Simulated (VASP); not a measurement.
A run of VASP 6.6.1:

Contents of INCAR:

```
SYSTEM = Hf4Si4O15
ALGO = Normal
EDIFF = 1E-8
ENCUT = 520
GGA = PE
GGA_COMPAT = .FALSE.
ISIF = 2
ISMEAR = 0
ISPIN = 2
LASPH = .TRUE.
LCHARG = .FALSE.
LEFG = .TRUE.
LMAXMIX = 4
LORBIT = 11
LREAL = .FALSE.
LWAVE = .FALSE.
MAGMOM = 0 0.02 0.02 0 0.07 0 0 0 0.01 0.01 0 0 0.06 0.01 0.02 0.01 0 0.04 0 0.05 0 0 0
NBANDS = 94
NELECT = 145.0
NELM = 200
NUPDOWN = 1.0
PREC = Accurate
SIGMA = 0.01
```

KPOINTS

```
Automatic mesh
0
Gamma
  1 1 1
  0.25 0.25 0.25
```

The input POSCAR:

```
Hf4Si4O15
1.0
    6.6465279248      0.0000000000      0.0000000000
    0.0000000000      6.6465279248      0.0000000000
    0.0000000000      0.0000000000      6.0147349639
Hf Si O
4 4 15
Direct
    0.0028715646      0.0002884663     -0.0015649875
    0.5163683281      0.5005109437      0.5041428246
   -0.0101100597      0.5000127327      0.2323339149
    0.5007932530     -0.0003995664      0.7526493182
    0.0056490083      0.5006934246      0.7468626917
    0.5021474949      0.0002306695      0.2524707403
    0.0010552694     -0.0000856757      0.4991920017
    0.4851074937      0.4995719380      0.0061164905
    0.0051151443      0.8123223562      0.3194466587
    0.4853094530      0.3200477851      0.8171576615
    0.6866551385      0.0009488316      0.0701506710
    0.3180182760      0.0005416455      0.0703100990
    0.8298986954      0.5012335526      0.5577879831
    0.0050596909      0.1884894798      0.3205637326
    0.4854499208      0.6801737899      0.8184686390
    0.3103304855      0.4997912802      0.2046034120
    0.8162596975     -0.0003827292      0.6807609877
    0.0000511121      0.6835943833      0.9273094609
    0.5013821504      0.1856640352      0.4348238267
    0.0033788376      0.3161633251      0.9250085320
    0.5022364869      0.8137026690      0.4336236946
    0.1842316414     -0.0014864436      0.6824769119
    0.6785604272      0.4983731065      0.1763942348
```

Potentials or basis: VASP PAW PBE potentials, release 64 (Hf_pv, Si, O).

The run is started by

```console
$ cat potpaw_PBE.64/Hf_pv/POTCAR potpaw_PBE.64/Si/POTCAR potpaw_PBE.64/O/POTCAR > POTCAR
$ mpirun -np 1 vasp_std > vasp.out
```

Hardware: 1 thread of Intel(R) Xeon(R) Platinum 8259CL CPU @ 2.50GHz (Skylake/Cascade Lake), on a shared host.

Question: How long does it take, and how much memory?

Answer: Wall time 7.8 min on 1 thread of Intel(R) Xeon(R) Platinum 8259CL CPU @ 2.50GHz (Skylake/Cascade Lake), with other jobs on the host, peak memory 0.49 GiB. Counts: scf iterations 21, k points 4.
